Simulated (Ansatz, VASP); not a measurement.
One calculation of MoS2, two programs

Contents of INCAR:

```
SYSTEM = MoS2
ALGO = Normal
EDIFF = 1E-6
ENCUT = 500
GGA = PE
GGA_COMPAT = .False.
ISIF = 2
ISMEAR = 0
IVDW = 12
LASPH = .True.
LCHARG = .True.
LELF = .True.
LREAL = .False.
LVHAR = .True.
LWAVE = .False.
NBANDS = 20
NELM = 120
PREC = Accurate
SIGMA = 0.05
```

KPOINTS

```
k-points
0
Gamma
  12 12 4
  0 0 0
```

File POSCAR:

```
MoS2
1.0
    3.0953451714      0.0000000000      0.0000000000
   -1.5476725857      2.6806475519      0.0000000000
    0.0000000000      0.0000000000      6.8790951089
Mo S
1 2
Direct
    0.0000000000      0.0000000000      0.0000000000
    0.3333333333      0.6666666667      0.2357940733
    0.3333333333      0.6666666667      0.7642059267
```

Input for Ansatz:

```yaml
crystal:
  lattice:
    - [3.0953451714, 0.0, 0.0]
    - [-1.5476725857, 2.6806475519, 0.0]
    - [0.0, 0.0, 6.8790951089]
  atoms:
    - { symbol: Mo, position: [0.0, 0.0, 0.0] }
    - { symbol: S, position: [0.3333333333, 0.6666666667, 0.2357940733] }
    - { symbol: S, position: [0.3333333333, 0.6666666667, 0.7642059267] }
basis:
  ecutwfc: 420
kpoints:
  mp_grid: { grid: [12, 12, 4] }
hamiltonian:
  xc: pbe
  dispersion: d3bj
scf:
  occupations: { method: gaussian, width: 0.05 }
output:
  forces: true
  stress: true
  eigenvalues: true
```

Alike in both runs: task single point; functional PBE; dispersion D3(BJ); k mesh 12 × 12 × 4; occupations gaussian, width 0.05 eV; no spin polarisation.

|  | VASP | Ansatz |
| --- | --- | --- |
| version | VASP 6.6.1 | Ansatz 0.2.0 |
| potentials or method | VASP PAW PBE potentials, release 64 (Mo_sv, S), cutoff 500 eV | scalar-relativistic, plane waves, PAW |
| valence electrons in the cell | 26 | 26 |

Ansatz gave:

| Quantity | Value |
| --- | --- |
| gap on the k mesh at the Fermi level (eV) | 1.38 |
| least direct gap on the mesh (eV) | 2.03 |
| pressure (GPa) | -0.5 |
| traceless stress, the component that is largest in VASP (GPa) | -6.05 |
| rms of the force components (eV/Å) | 0.296 |

Problem. What did VASP give for the same quantities?

Solution. gap on the k mesh at the Fermi level (eV): 1.38; least direct gap on the mesh (eV): 2.04; pressure (GPa): -0.6; traceless stress, the component that is largest in VASP (GPa): -6.10; rms of the force components (eV/Å): 0.301.

Atom by atom the forces differ by 0.005 eV/Å (rms over components).
